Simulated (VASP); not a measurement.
Here is a VASP 6.6.1 calculation.

Contents of INCAR:

```
PREC     = Accurate       # precision mode
ENCUT    = 520            # plane-wave cutoff, eV
EDIFF    = 1E-7           # SCF threshold, eV
ISMEAR   = 0              # smearing method
SIGMA    = 0.02           # smearing width, eV
LREAL    = F              # projectors in reciprocal space
LASPH    = T              # aspherical terms in the spheres
NELM     = 100            # most SCF steps
ALGO     = Normal         # electronic algorithm
ISIF     = 2              # what is computed and relaxed
LWAVE    = F              # write WAVECAR
LCHARG   = T              # write CHGCAR
GGA      = PS             # functional
LELF     = T              # ELF
LVHAR    = T            
NBANDS   = 24             # bands
```

KPOINTS

```
Automatic mesh
0
Gamma
  9 9 6
```

The input POSCAR:

```
SrO
1.0
    3.4166286303      0.0000000000      0.0000000000
   -1.7083143151      2.9588871891      0.0000000000
    0.0000000000      0.0000000000      6.0714460286
Sr O
2 2
Direct
    0.3333333300      0.6666666700      0.2500000000
    0.6666666700      0.3333333300      0.7500000000
    0.0000000000      0.0000000000      0.0068239235
    0.0000000000      0.0000000000      0.4931760765
```

Potentials or basis: VASP PAW PBE potentials, release 64 (Sr_sv, O).

Command:

```bash
$ cat potpaw_PBE.64/Sr_sv/POTCAR potpaw_PBE.64/O/POTCAR > POTCAR
$ mpirun -np 1 vasp_std > vasp.out
```

Problem. What does it give for the pressure?

Solution. 8.7 GPa.

Problem. Estimate the band gap on the k mesh.

Solution. 3.01 eV (least direct gap 3.28 eV).

Problem. Estimate the largest force.

Solution. 0.647 eV/Å.

Stress tensor (GPa, compression positive):
```
9.40 0.00 0.00
0.00 9.40 0.00
0.00 0.00 7.41
```

Caveat: the cell differs from its parent crystal (strained and its atoms moved); the cell stands under pressure; the PAW data sets were made with another functional, which shifts forces and pressure a little; an odd mesh through Γ misses points on the zone boundary, where band edges can lie.
